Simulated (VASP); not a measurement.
# CdS (F-43m) in VASP: further runs

CdS is run at these levels: LDA; tasks: single point, relaxation of cell and atoms.

Everything below comes from runs of VASP 6.6.1. Logs are shortened: lines on timing, memory, paths and dates and some standing lists are left out, and cuts for length are marked.

### 1 The cell of the first run

Symmetry: F-43m, No. 216, cubic system. The conventional cell has a = 5.757 Å, b = 5.757 Å, c = 5.757 Å, α = 90.00°, β = 90.00°, γ = 90.00°. Cd (site symmetry -43m) has 4 S at 2.49 Å within 3.3 Å. Within 3.3 Å of S (site symmetry -43m) lie 4 Cd at 2.49 Å.

### 2 Single point, LDA

The input, INCAR:

```
ALGO     = Normal         # electronic algorithm
EDIFF    = 1E-6           # SCF threshold, eV
ENCUT    = 520            # plane-wave cutoff, eV
ISIF     = 2              # what is computed and relaxed
ISMEAR   = 0              # smearing method
LASPH    = True           # aspherical terms in the spheres
LCHARG   = False          # write CHGCAR
LREAL    = False          # projectors in reciprocal space
LWAVE    = False          # write WAVECAR
NBANDS   = 16             # bands
NELM     = 80             # most SCF steps
PREC     = Accurate       # precision mode
SIGMA    = 0.02           # smearing width, eV
```

The input, KPOINTS:

```
k-points
0
Gamma
  10 10 10
```

The input, POSCAR:

```
CdS
1.0
    0.0000000000      2.8782532028      2.8782532028
    2.8782532028      0.0000000000      2.8782532028
    2.8782532028      2.8782532028      0.0000000000
Cd S
1 1
Direct
    0.0000000000      0.0000000000      0.0000000000
    0.2500000000      0.2500000000      0.2500000000
```

Potentials or basis: VASP PAW LDA potentials, release 64 (Cd, S).

Launch:

```sh
> cat potpaw_LDA.64/Cd/POTCAR potpaw_LDA.64/S/POTCAR > POTCAR
> mpirun -np 1 vasp_std > vasp.out
```

OUTCAR:

```text
EDIFF = 1E-6
   ENCUT = 520
   ISIF = 2
   ISMEAR = 0
   LASPH = True
   LREAL = False
   NELM = 80
   PREC = Accurate

 ion  position               nearest neighbor table
   1  0.000  0.000  0.000-   2 2.49   2 2.49   2 2.49   2 2.49
   2  0.250  0.250  0.250-   1 2.49   1 2.49   1 2.49   1 2.49

  LATTYP: Found a face centered cubic cell.
 ALAT       =     5.7565064056

  Lattice vectors:

 A1 = (   0.0000000000,   2.8782532028,   2.8782532028)
 A2 = (   2.8782532028,   0.0000000000,   2.8782532028)
 A3 = (   2.8782532028,   2.8782532028,   0.0000000000)

Analysis of symmetry for initial positions (statically):
=====================================================================
 Subroutine PRICEL returns:
 Original cell was already a primitive cell.

 Routine SETGRP: Setting up the symmetry group for a
 face centered cubic supercell.

 Subroutine GETGRP returns: Found 24 space group operations
 (whereof 24 operations were pure point group operations)
 out of a pool of 48 trial point group operations.

The static configuration has the point symmetry T_d .

Analysis of symmetry for dynamics (positions and initial velocities):
=====================================================================
 Subroutine PRICEL returns:
 Original cell was already a primitive cell.

 Routine SETGRP: Setting up the symmetry group for a
 face centered cubic supercell.

 Subroutine GETGRP returns: Found 24 space group operations
 (whereof 24 operations were pure point group operations)
 out of a pool of 48 trial point group operations.

The dynamic configuration has the point symmetry T_d .

 Subroutine INISYM returns: Found 24 space group operations
 (whereof 24 operations are pure point group operations),
 and found     1 'primitive' translations

----------------------------------------------------------------------------------------

                                     Primitive cell

  volume of cell :      47.6889

  direct lattice vectors                    reciprocal lattice vectors
     0.000000000  2.878253203  2.878253203    -0.173716475  0.173716475  0.173716475
     2.878253203  0.000000000  2.878253203     0.173716475 -0.173716475  0.173716475
     2.878253203  2.878253203  0.000000000     0.173716475  0.173716475 -0.173716475

  length of vectors
     4.070464715  4.070464715  4.070464715     0.300885760  0.300885760  0.300885760

[... 79 lines left out ...]
   NELM   =     80;   NELMIN=  2; NELMDL= -5     # of ELM steps
   EDIFF  = 0.1E-05   stopping-criterion for ELM
   LREAL  =      F    real-space projection
   EDIFFG = 0.1E-04   stopping-criterion for IOM
   NSW    =      0    number of steps for IOM
   IBRION =     -1    ionic relax: 0-MD 1-quasi-New 2-CG
   NFREE  =      0    steps in history (QN), initial steepest desc. (CG)
   ISIF   =      2    stress and relaxation
   ISYM   =      2    0-nonsym 1-usesym 2-fastsym
   POTIM  = 0.5000    time-step for ionic-motion
   TEBEG  =    0.0;   TEEND  =   0.0 temperature during run
   PSTRESS=    0.0 pullay stress
   NELECT =      18.0000    total number of electrons
   NUPDOWN=      -1.0000    fix difference up-down
   EMIN   =  10.00;   EMAX   =-10.00  energy-range for DOS
   EFERMI =   0.00;   METHOD = LEGACY
   ISMEAR =     0;   SIGMA  =   0.02  broadening in eV -4-tet -1-fermi 0-gaus
   EFERMI_NEDOS =   21; number of points for ismear=-14 and -15
   IALGO  =     38    algorithm
   IMIX   =      4    mixing-type and parameters
     AMIX     =   0.40;   BMIX     =  1.00
     AMIX_MAG =   1.60;   BMIX_MAG =  1.00
  volume/ion in A,a.u.               =      23.84       160.91
  Fermi-wavevector in a.u.,A,eV,Ry     =   1.183114  2.235762 19.044881  1.399759
  Thomas-Fermi vector in A             =   2.319355
   LORBIT       =      0    0 simple, 1 ext, 2 COOP (PROOUT), +10 PAW based schemes
   GGA     = CA    functional components
   LHFCALC =     F    Hartree Fock is set to
   AEXX    =    0.0000 exact exchange contribution
   IVDW    =     0    specifies the selected vdW correction
   LEPSILON=     F    determine dielectric tensor
   LRPA    =     F    only Hartree local field effects (RPA)
 non-spin polarized calculation
 Gauss-broadening in eV      SIGMA  =   0.02
  energy-cutoff  :      520.00
  volume of cell :       47.69
 maximum number of plane-waves:      1307
   NGX = 15   NGY = 15   NGZ = 15

 number of electron      18.0000008 magnetization

 Free energy of the ion-electron system (eV)
  ---------------------------------------------------
  ext. energy  EPLUGINS =         0.00000000
  ---------------------------------------------------
  free energy    TOTEN  =        -7.40708071 eV

  energy without entropy =       -7.40708071  energy(sigma->0) =       -7.40708071

 E-fermi :   1.6427     XC(G=0):  -9.7672

 val. band max:        1.4829982290   @ k =   0.0000   0.0000   0.0000
 cond. band min:       2.4606120676   @ k =   0.0000   0.0000   0.0000
 fundamental gap:      0.9776138386
 Fermi energy:         1.6427384154

 k-point     1 :       0.0000    0.0000    0.0000
  band No.  band energies     occupation
      1     -11.1278      2.00000
      2      -6.4546      2.00000
      3      -6.4546      2.00000
      4      -6.4546      2.00000
      5      -5.9139      2.00000
      6      -5.9139      2.00000
[... 433 lines left out ...]
      3      -6.1657      2.00000
      4      -6.1306      2.00000
      5      -5.8380      2.00000
      6      -5.7204      2.00000
[... 8 lines left out ...]
     15      13.8395      0.00000
     16      16.1322      0.00000

 [... further k-points ...]

------------------------ aborting loop because EDIFF is reached ----------------------------------------

  FORCE on cell =-STRESS in cart. coord.  units (eV):
  Direction    XX          YY          ZZ          XY          YZ          ZX
  --------------------------------------------------------------------------------------
  -------------------------------------------------------------------------------------
  Total        0.1655535      0.1655535      0.1655535      0.0000000      0.0000000      0.0000000
  in kB        5.5620134      5.5620134      5.5620134      0.0000000      0.0000000      0.0000000
  external PRESSURE =       5.5620134 kB  Pullay stress =       0.0000000 kB

 VOLUME and BASIS-vectors are now :
 -----------------------------------------------------------------------------
  energy-cutoff  :      520.00
  volume of cell :       47.69
      direct lattice vectors                 reciprocal lattice vectors
     0.000000000  2.878253203  2.878253203    -0.173716475  0.173716475  0.173716475
     2.878253203  0.000000000  2.878253203     0.173716475 -0.173716475  0.173716475
     2.878253203  2.878253203  0.000000000     0.173716475  0.173716475 -0.173716475

 POSITION                                       TOTAL-FORCE (eV/Angst)
 -----------------------------------------------------------------------------------
      0.00000      0.00000      0.00000         0.000000      0.000000      0.000000
      1.43913      1.43913      1.43913        -0.000000     -0.000000     -0.000000
 -----------------------------------------------------------------------------------
    total drift:                               -0.000000     -0.000000     -0.000000

  FREE ENERGIE OF THE ION-ELECTRON SYSTEM (eV)
  ---------------------------------------------------
  free  energy   TOTEN  =        -7.4070807062 eV

  energy  without entropy=       -7.4070807062  energy(sigma->0) =       -7.40708071
```

OSZICAR:

```text
N       E                     dE             d eps       ncg     rms          rms(c)
DAV:   1     0.109024046035E+03    0.10902E+03   -0.91193E+03  1544   0.103E+03
DAV:   2    -0.375198917518E+01   -0.11278E+03   -0.10650E+03  1824   0.257E+02
DAV:   3    -0.789631768857E+01   -0.41443E+01   -0.41365E+01  1880   0.513E+01
DAV:   4    -0.792143890923E+01   -0.25121E-01   -0.25119E-01  1904   0.392E+00
DAV:   5    -0.792176643286E+01   -0.32752E-03   -0.32752E-03  1856   0.422E-01    0.884E+00
DAV:   6    -0.743938850891E+01    0.48238E+00   -0.76573E-01  2312   0.120E+01    0.691E+00
DAV:   7    -0.741243310439E+01    0.26955E-01   -0.16147E-01  1944   0.291E+00    0.316E+00
DAV:   8    -0.740750689653E+01    0.49262E-02   -0.17666E-02  1688   0.168E+00    0.258E-01
DAV:   9    -0.740708566658E+01    0.42123E-03   -0.19845E-03  2000   0.707E-01    0.492E-02
DAV:  10    -0.740707447500E+01    0.11192E-04   -0.16556E-04  1880   0.163E-01    0.538E-02
DAV:  11    -0.740708508303E+01   -0.10608E-04   -0.42036E-05  1888   0.641E-02    0.152E-02
DAV:  12    -0.740708058853E+01    0.44945E-05   -0.15777E-05  2328   0.548E-02    0.710E-03
DAV:  13    -0.740708070625E+01   -0.11772E-06   -0.11720E-06  1376   0.804E-03
   1 F= -.74070807E+01 E0= -.74070807E+01  d E =-.668137E-32
```

stdout:

```text
POSCAR found type information on POSCAR CdS
 POSCAR found :  2 types and       2 ions
 scaLAPACK will be used
 LDA part: xc-table for (Slater(with rela. corr.)+CA(PZ))
 , standard interpolation
 POSCAR, INCAR and KPOINTS ok, starting setup
 FFT: planning ... GRIDC
 FFT: planning ... GRID_SOFT
 FFT: planning ... GRID
 WAVECAR not read
 entering main loop
```

Run time: 55 s. Hardware: 1 thread of Intel Xeon 8259CL, shared host; peak memory 0.17 GiB.

What came out:

| Property | Result |
| --- | --- |
| Free energy | -7.4071 eV |
| Pressure | 0.6 GPa |
| Band gap on the k mesh | 0.98 eV |

### 3 Relaxation of cell and atoms, LDA

This run uses another cell than the first one, of 24.81 Å³/atom.

The input, INCAR:

```
PREC = Accurate
ENCUT = 600
EDIFF = 1E-6
ISMEAR = 0
SIGMA = 0.02
LREAL = False
LASPH = True
NELM = 60
ALGO = Normal
ISIF = 3
LWAVE = False
LCHARG = False
IBRION = 2
NSW = 80
EDIFFG = -0.01
```

The input, KPOINTS:

```
Automatic mesh
0
Gamma
  10 10 10
```

The input, POSCAR:

```
CdS
1.0
    0.0000000000      2.9165000000      2.9165000000
    2.9165000000      0.0000000000      2.9165000000
    2.9165000000      2.9165000000      0.0000000000
Cd S
1 1
Direct
    0.0000000000      0.0000000000      0.0000000000
    0.2500000000      0.2500000000      0.2500000000
```

Potentials or basis: VASP PAW LDA potentials, release 64 (Cd, S).

Launch:

```sh
> cat potpaw_LDA.64/Cd/POTCAR potpaw_LDA.64/S/POTCAR > POTCAR
> mpirun -np 1 vasp_std > vasp.out
```

OUTCAR:

```text
PREC = Accurate
   ENCUT = 600
   EDIFF = 1E-6
   ISMEAR = 0
   LREAL = False
   LASPH = True
   NELM = 60
   ISIF = 3
   IBRION = 2
   NSW = 80
   EDIFFG = -0.01

 ion  position               nearest neighbor table
   1  0.000  0.000  0.000-   2 2.53   2 2.53   2 2.53   2 2.53
   2  0.250  0.250  0.250-   1 2.53   1 2.53   1 2.53   1 2.53

  LATTYP: Found a face centered cubic cell.
 ALAT       =     5.8330000000

  Lattice vectors:

 A1 = (   0.0000000000,   2.9165000000,   2.9165000000)
 A2 = (   2.9165000000,   0.0000000000,   2.9165000000)
 A3 = (   2.9165000000,   2.9165000000,   0.0000000000)

Analysis of symmetry for initial positions (statically):
=====================================================================
 Subroutine PRICEL returns:
 Original cell was already a primitive cell.

 Routine SETGRP: Setting up the symmetry group for a
 face centered cubic supercell.

 Subroutine GETGRP returns: Found 24 space group operations
 (whereof 24 operations were pure point group operations)
 out of a pool of 48 trial point group operations.

The static configuration has the point symmetry T_d .

Analysis of symmetry for dynamics (positions and initial velocities):
=====================================================================
 Subroutine PRICEL returns:
 Original cell was already a primitive cell.

 Routine SETGRP: Setting up the symmetry group for a
 face centered cubic supercell.

 Subroutine GETGRP returns: Found 24 space group operations
 (whereof 24 operations were pure point group operations)
 out of a pool of 48 trial point group operations.

The dynamic configuration has the point symmetry T_d .

 Subroutine INISYM returns: Found 24 space group operations
 (whereof 24 operations are pure point group operations),
 and found     1 'primitive' translations

----------------------------------------------------------------------------------------

[... 134 lines left out ...]
 number of electron      17.9999999 magnetization

 Free energy of the ion-electron system (eV)
  ---------------------------------------------------
  ext. energy  EPLUGINS =         0.00000000
  ---------------------------------------------------
  free energy    TOTEN  =        -7.39805008 eV

  energy without entropy =       -7.39805008  energy(sigma->0) =       -7.39805008

------------------------ aborting loop because EDIFF is reached ----------------------------------------

  FORCE on cell =-STRESS in cart. coord.  units (eV):
  Direction    XX          YY          ZZ          XY          YZ          ZX
  --------------------------------------------------------------------------------------
  -------------------------------------------------------------------------------------
  Total       -0.6239769     -0.6239769     -0.6239769      0.0000000      0.0000000      0.0000000
  in kB      -20.1494496    -20.1494496    -20.1494496      0.0000000      0.0000000      0.0000000
  external PRESSURE =     -20.1494496 kB  Pullay stress =       0.0000000 kB
[... 59 lines left out ...]
--------------------------------------- Ionic step        3  -------------------------------------------

 number of electron      18.0000001 magnetization

 Free energy of the ion-electron system (eV)
  ---------------------------------------------------
  ext. energy  EPLUGINS =         0.00000000
  ---------------------------------------------------
  free energy    TOTEN  =        -7.40824786 eV

  energy without entropy =       -7.40824786  energy(sigma->0) =       -7.40824786

 E-fermi :   1.5341     XC(G=0):  -9.7330

 val. band max:        1.4144833907   @ k =   0.0000   0.0000   0.0000
 cond. band min:       2.3763659497   @ k =   0.0000   0.0000   0.0000
 fundamental gap:      0.9618825590
 Fermi energy:         1.5341383196

 k-point     1 :       0.0000    0.0000    0.0000
  band No.  band energies     occupation
      1     -11.1469      2.00000
      2      -6.4916      2.00000
      3      -6.4916      2.00000
      4      -6.4916      2.00000
      5      -5.9617      2.00000
      6      -5.9617      2.00000
      7       1.4145      2.00000
      8       1.4145      2.00000
      9       1.4145      2.00000
     10       2.3764      0.00000
     11       7.7668      0.00000
     12       7.7668      0.00000
     13       7.7668      0.00000
[... 354 lines left out ...]
  band No.  band energies     occupation
      1     -10.6447      2.00000
      2      -6.2782      2.00000
      3      -6.2082      2.00000
      4      -6.1729      2.00000
      5      -5.8874      2.00000
      6      -5.7692      2.00000
      7      -2.0973      2.00000
      8      -0.3748      2.00000
      9      -0.2069      2.00000
     10       5.1637      0.00000
     11       5.9061      0.00000
     12       9.2481      0.00000
     13      10.4143      0.00000

 [... further k-points ...]

------------------------ aborting loop because EDIFF is reached ----------------------------------------

  FORCE on cell =-STRESS in cart. coord.  units (eV):
  Direction    XX          YY          ZZ          XY          YZ          ZX
  --------------------------------------------------------------------------------------
  -------------------------------------------------------------------------------------
  Total       -0.0052593     -0.0052593     -0.0052593      0.0000000      0.0000000      0.0000000
  in kB       -0.1753865     -0.1753865     -0.1753865      0.0000000      0.0000000      0.0000000
  external PRESSURE =      -0.1753865 kB  Pullay stress =       0.0000000 kB
[... 17 lines left out ...]
  FREE ENERGIE OF THE ION-ELECTRON SYSTEM (eV)
  ---------------------------------------------------
  free  energy   TOTEN  =        -7.4082478635 eV

  energy  without entropy=       -7.4082478635  energy(sigma->0) =       -7.40824786

 reached required accuracy - stopping structural energy minimisation
```

OSZICAR:

```text
N       E                     dE             d eps       ncg     rms          rms(c)
DAV:   1     0.119678790955E+03    0.11968E+03   -0.99214E+03  1246   0.142E+03
[... 23 lines left out ...]
DAV:   1    -0.743889108105E+01   -0.32502E-01   -0.62786E-01  1337   0.115E+01    0.136E+00
DAV:   2    -0.741122666016E+01    0.27664E-01   -0.70565E-02  1362   0.455E+00    0.508E-01
DAV:   3    -0.740858512889E+01    0.26415E-02   -0.74894E-03  1327   0.109E+00    0.427E-01
DAV:   4    -0.740827789990E+01    0.30723E-03   -0.43188E-04  1242   0.242E-01    0.799E-02
DAV:   5    -0.740824752955E+01    0.30370E-04   -0.95367E-05  1522   0.171E-01    0.200E-02
DAV:   6    -0.740824767299E+01   -0.14344E-06   -0.11529E-05  1242   0.460E-02    0.125E-02
DAV:   7    -0.740824786345E+01   -0.19046E-06   -0.39348E-07   626   0.512E-03
   3 F= -.74082479E+01 E0= -.74082479E+01  d E =-.101978E-01
```

Run time: 2.1 min. Hardware: 1 thread of Intel Xeon 8259CL, shared host; peak memory 0.2 GiB.

Results:

```
Free energy                           : -7.4082 eV
Relaxed volume                        : 24.02 Å³/atom
Relaxed cell                          : a = 4.081 Å, b = 4.081 Å, c = 4.081 Å, α = 60.00°, β = 60.00°, γ = 60.00°
Space group after relaxing (to 0.1 Å) : F-43m (No. 216)
Energy gained by relaxing             : 5.1 meV/atom
Ionic steps                           : 3
Pressure after relaxing               : 0.0 GPa
Band gap on the k mesh                : 0.96 eV
```

The path:
| step | energy change (eV) | largest force (eV/Å) | pressure (GPa) | volume (Å³) |
| --- | --- | --- | --- | --- |
| 1 | 0.0000 | 0.0000 | -2.01 | 49.62 |
| 2 | -0.0083 | 0.0000 | 0.91 | 47.41 |
| 3 | -0.0102 | 0.0000 | -0.02 | 48.04 |

Final structure:
```xyz
2
Lattice="0.0000 2.8854 2.8854 2.8854 0.0000 2.8854 2.8854 2.8854 0.0000" Properties=species:S:1:pos:R:3 pbc="T T T"
Cd    0.0000    0.0000    0.0000
S     1.4427    1.4427    1.4427
```

As with any semilocal functional, this LDA gap is likely too small. LDA usually gives volumes a few per cent too small.
